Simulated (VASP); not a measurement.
**NaF: single point with PBE**

Crystal: NaF.

```
CELL_PARAMETERS angstrom
2.79349 0.00000 0.00000
0.00000 2.79349 0.00000
0.00000 0.00000 2.79349
ATOMIC_POSITIONS crystal
Na 0.00000 0.00000 0.00000
F 0.50000 0.50000 0.50000
```

| Quantity | Value |
| --- | --- |
| Program | VASP 6.6.1 |
| Task | single point |
| Functional | PBE |
| Potentials or basis | VASP PAW PBE potentials, release 64 (Na_pv, F) |
| Cutoff | 520 eV |
| k mesh | 6 × 6 × 6 |
| Occupations | gaussian, width 0.01 eV |
| Spin | no spin polarisation |
| Dipole correction | no |
| Further INCAR settings | ALGO = Normal; EDIFF = 1e-06; NBANDS = 14 |

The pressure is 4.2 GPa and the band gap on the k mesh is 6.11 eV, indirect (least direct gap 6.45 eV).

Levels at points of the mesh, in eV from the valence-band top:
```tsv
k point	band 4	band 5	band 6	band 7	band 8	band 9	band 10	band 11
(0.00, 0.00, 0.00)	-19.90	-0.34	-0.34	-0.34	6.11	15.78	15.78	24.02
(0.50, 0.00, 0.00)	-19.04	-2.66	-0.21	-0.21	10.87	11.89	19.98	21.21
(0.50, 0.50, 0.00)	-19.35	-1.89	-1.89	0.00	11.99	15.30	15.30	15.64
(0.50, 0.50, 0.50)	-19.11	-1.66	-1.66	-1.66	14.43	14.43	14.43	19.45
```

Wall time 6.9 s on 1 thread of Intel Xeon 8259CL, with other jobs on the host, peak memory 0.13 GiB.

A k mesh can miss the band edges. As with any semilocal functional, this PBE gap is likely too small.
